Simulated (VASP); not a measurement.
Input of a VASP 6.6.1 run:

The input INCAR:

```
SYSTEM = Hg
  PREC = Accurate
  ENCUT = 520
  EDIFF = 1E-6
  ISMEAR = 0
  SIGMA = 0.1
  LREAL = .False.
  LASPH = .True.
  NELM = 100
  ALGO = Normal
  ISIF = 2
  LWAVE = .False.
  LCHARG = .False.
  GGA = PE
  IVDW = 12
  NBANDS = 12
```

File KPOINTS:

```
Automatic mesh
0
Gamma
  6 6 6
  0 0 0
```

File POSCAR:

```
Hg
1.0
   -1.8767364354      1.8767364354      1.9168448550
    1.8767364354     -1.8767364354      1.9168448550
    1.8767364354      1.8767364354     -1.9168448550
Hg
1
Direct
    0.5000000000      0.5000000000      0.0000000000
```

Potentials or basis: VASP PAW PBE potentials, release 64 (Hg).

The run is started by

```console
$ cat potpaw_PBE.64/Hg/POTCAR > POTCAR
$ mpirun -np 1 vasp_std > vasp.out
```

Estimate the dispersion energy per atom.

-0.388 eV.

What does it give for the pressure?

-1.2 GPa.

Stress tensor (GPa, compression positive):
```
-1.46  0.00  0.00
 0.00 -1.46  0.00
 0.00  0.00 -0.73
```

Caveat: the k points lie up to 0.39 Å⁻¹ apart; pairwise dispersion overbinds metals, which lowers pressure and volume.
